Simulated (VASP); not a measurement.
Runs of VASP 6.6.1 on Au. The structure is that of space group P6_3/mmc (No. 194), or close to it. The cells are those of the table. This isn't the form of Au at room conditions, which is fcc.

| cell | k mesh | gap on the mesh (eV) | pressure (GPa) |
| --- | --- | --- | --- |
| a = 2.897, b = 2.897, c = 9.697 Å, angles 90.0, 90.0, 120.0°, 4 atoms | 14 × 14 × 4 | none | 5.6 |
| a = 2.937, b = 2.937, c = 9.830 Å, angles 90.0, 90.0, 120.0°, 4 atoms | 14 × 14 × 4 | none | (a) |
| a = 2.937, b = 2.937, c = 9.830 Å, angles 90.0, 90.0, 120.0°, 4 atoms | 13 × 13 × 4 | none | -0.2 |
| a = 3.013, b = 3.013, c = 10.085 Å, angles 90.0, 90.0, 120.0°, 4 atoms | 14 × 14 × 4 | none | (b) |
| a = 2.815, b = 2.815, c = 9.420 Å, angles 90.0, 90.0, 120.0°, 4 atoms | 14 × 14 × 4 | none | 23.1 |

Alike in all rows: task single point; level revPBE; potentials or basis VASP PAW PBE potentials, release 64 (Au); no spin polarisation; cutoff (eV) 520; smearing fermi-dirac 0.1 eV.

Problem. Fill in the values left out.

Solution. (a) -0.1; (b) -7.6.

Caveats: the PAW data sets were made with another functional, which shifts forces and pressure a little; spin-orbit coupling is left out, which moves the levels of the heavy elements; the cell stands under pressure (at least some runs); the cell stands under tension (at least some runs).

A k mesh can miss the band edges, and the runs leave out spin-orbit coupling on Au.

A gap of «none» marks levels without a gap at the run's occupations.
